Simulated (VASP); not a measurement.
A run of VASP 6.6.1 is set up as follows.

Contents of INCAR:

```
SYSTEM = Hf
PREC = Accurate
ENCUT = 520
EDIFF = 1E-6
ISMEAR = -1
SIGMA = 0.1
LREAL = .False.
LASPH = .True.
NELM = 100
ALGO = Normal
ISIF = 2
LWAVE = .False.
LCHARG = .False.
GGA = PE
NBANDS = 11
```

File KPOINTS:

```
regular mesh
0
Gamma
  14 14 14
  0 0 0
```

File POSCAR:

```
Hf
1.0
    0.0000000000      2.2433263470      2.2433263470
    2.2433263470      0.0000000000      2.2433263470
    2.2433263470      2.2433263470      0.0000000000
Hf
1
Direct
    0.0000000000      0.0000000000      0.0000000000
```

Potentials or basis: VASP PAW PBE potentials, release 64 (Hf_pv).

Run with:

```console
$ cat potpaw_PBE.64/Hf_pv/POTCAR > POTCAR
$ mpirun -np 1 vasp_std > vasp.out
```

(1) What does it give for the band gap on the k mesh?

(2) What does it give for the pressure?

Results:

(1) zero (band 5 reaches 6.08 eV, above the bottom of band 6 at 4.04 eV).

(2) -0.4 GPa.

Caveat: spin-orbit coupling is left out, which moves the levels of the heavy elements.
